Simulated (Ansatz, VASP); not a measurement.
## Pd in VASP and in Ansatz

The input INCAR:

```
SYSTEM = Pd
PREC = Accurate
ENCUT = 500
EDIFF = 1E-7
ISMEAR = 0
SIGMA = 0.1
LREAL = .False.
LASPH = .True.
NELM = 120
ALGO = Normal
ISIF = 3
LWAVE = .False.
LCHARG = .False.
GGA = PS
IBRION = 2
NSW = 90
EDIFFG = -0.04
GGA_COMPAT = .False.
NELMIN = 4
```

KPOINTS

```
Automatic mesh
0
Gamma
  8 8 8
  0 0 0
```

Contents of POSCAR:

```
Pd
1.0
    0.0000000000      1.9344268699      1.9344268699
    1.9344268699      0.0000000000      1.9344268699
    1.9344268699      1.9344268699      0.0000000000
Pd
1
Direct
    0.5000000000      0.5000000000      0.5000000000
```

Input for Ansatz:

```yaml
crystal:
  lattice:
    - [0.0, 1.9344268699, 1.9344268699]
    - [1.9344268699, 0.0, 1.9344268699]
    - [1.9344268699, 1.9344268699, 0.0]
  atoms:
    - { symbol: Pd, position: [0.5, 0.5, 0.5] }
basis:
  ecutwfc: 420
kpoints:
  mp_grid: { grid: [8, 8, 8] }
hamiltonian:
  xc: pbesol
scf:
  occupations: { method: gaussian, width: 0.1 }
  lower_state_search: "off"
output:
  forces: true
  stress: true
  eigenvalues: true
relax:
  adjacent_minimum: "off"
  f_tol: 0.04
  max_steps: 70
  cell: { stress_tol: 0.4 }
```

Alike in both runs: task relaxation of cell and atoms; functional PBEsol; k mesh 8 × 8 × 8; occupations gaussian, width 0.1 eV; no spin polarisation.

|  | VASP | Ansatz |
| --- | --- | --- |
| version | VASP 6.6.1 | Ansatz 0.2.0 |
| potentials or method | VASP PAW PBE potentials, release 64 (Pd), cutoff 500 eV | scalar-relativistic, plane waves, PAW |
| valence electrons in the cell | 10 | 18 |

|  | VASP | Ansatz | Ansatz less VASP |
| --- | --- | --- | --- |
| gap on the k mesh at the Fermi level, each at its own relaxed structure (eV) | none | none | - |
| relaxed volume (Å³/atom) | 14.60 | 14.62 | +0.021 |
| relaxed cell length with the largest relative difference (Å) | 2.743 | 2.745 | +0.0013 |

VASP's potentials were made for PBE, not for PBEsol. A gap of «none» marks a metal or a gap that the smearing closes. VASP's potentials hold 10 valence electrons a cell and Ansatz's 18, so a difference there can come from the potentials and not from the codes.
